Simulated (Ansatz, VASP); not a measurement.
**InAgTe2: VASP beside Ansatz**

```
CELL_PARAMETERS angstrom
-3.28490 3.28490 6.49915
3.28490 -3.28490 6.49915
3.28490 3.28490 -6.49915
ATOMIC_POSITIONS crystal
In 0.50000 0.50000 0.00000
In 0.25000 0.75000 0.50000
Ag 0.00000 0.00000 0.00000
Ag 0.75000 0.25000 0.50000
Te 0.37500 0.36948 0.49448
Te 0.63052 0.12500 0.00552
Te 0.87500 0.88052 0.50552
Te 0.11948 0.62500 0.99448
```

Alike in both runs: functional PBE; k mesh 6 × 6 × 6; occupations gaussian, width 0.05 eV; no spin polarisation.

Ansatz relaxed the structure, and its values are those at the end. VASP's run is a single point on that final structure, the one shown.

|  | VASP | Ansatz |
| --- | --- | --- |
| version | VASP 6.6.1 | Ansatz 0.2.0 |
| potentials or method | VASP PAW PBE potentials, release 64 (In_d, Ag, Te), cutoff 500 eV | scalar-relativistic, plane waves, PAW |
| valence electrons in the cell | 72 | 128 |

|  | VASP | Ansatz | Ansatz less VASP |
| --- | --- | --- | --- |
| gap on the k mesh at the Fermi level (eV) | 0.05 | 0.05 | +0.001 |
| least direct gap on the mesh (eV) | 0.05 | 0.05 | +0.001 |
| pressure (GPa) | 0.0 | 0.0 | +0.03 |
| rms of the force components (eV/Å) | 0.003 | 0.000 | -0.0028 |

VASP's potentials hold 72 valence electrons a cell and Ansatz's 128, so a difference there can come from the potentials and not from the codes.

Spin-orbit coupling is off throughout.
